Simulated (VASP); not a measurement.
PbSe, 4 atoms in the cell. It takes space group P6_3mc (No. 186, hexagonal). Conventional cell: a = 5.174 Å, b = 5.174 Å, c = 6.215 Å, α = 90.00°, β = 90.00°, γ = 120.00°. Within 3.9 Å of Pb (site symmetry 3m) lie 5 Se at 2.99 to 3.14 Å. Within 3.9 Å of Se (site symmetry 3m) lie 5 Pb at 2.99 to 3.14 Å. 

| Item | Value |
| --- | --- |
| Program | VASP 6.6.1 |
| Task | single point |
| Functional | PBE |
| Potentials or basis | VASP PAW PBE potentials, release 64 (Pb_d, Se) |
| Cutoff | 500 eV |
| k mesh | 6 × 6 × 2 |
| Occupations | gaussian, width 0.01 eV |
| Spin | no spin polarisation |
| Dipole correction | no |
| Further INCAR settings | ALGO = Normal; EDIFF = 1e-06; NBANDS = 28 |

Potentials or basis: VASP PAW PBE potentials, release 64 (Pb_d, Se).

Launch:

```sh
$ cat potpaw_PBE.64/Pb_d/POTCAR potpaw_PBE.64/Se/POTCAR > POTCAR
$ mpirun -np 1 vasp_std > vasp.out
```

Hardware: 1 thread of AMD EPYC 7R13 (shared host).

Estimate the wall time of this run.

Wall time 84 s on 1 thread of AMD EPYC 7R13, with other jobs on the host, peak memory 0.24 GiB. Counts: scf iterations 14, k points 14.
